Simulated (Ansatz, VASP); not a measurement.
# BP: VASP beside Ansatz

```
B P
1.0
     0.00000    2.26832    2.17758
     2.26832    0.00000    2.17758
     2.26832    2.26832    0.00000
B P
1 1
Direct
  0.00000 0.00000 0.00000
  0.25000 0.25000 0.25000
```

Change from the starting cell: uniaxial_z strain -4.0%.

Alike in both runs: task single point; functional r2SCAN; k mesh 10 × 10 × 10; no spin polarisation.

|  | VASP | Ansatz |
| --- | --- | --- |
| version | VASP 6.6.1 | Ansatz 0.2.0 |
| potentials or method | VASP PAW PBE potentials, release 64 (B, P) | plane waves, PAW |
| plane-wave cutoff (eV) | 520 | 500 |
| occupations | gaussian, width 0.01 eV | fixed |
| valence electrons in the cell | 8 | 8 |

```tsv
	VASP	Ansatz	Ansatz less VASP
gap on the k mesh at the Fermi level (eV)	0.74	0.71	-0.028
pressure (GPa)	6.9	7.4	+0.55
traceless stress, the component that is largest in VASP (GPa)	7.69	7.66	-0.037
```

VASP's potentials were made for PBE, not for r2SCAN.
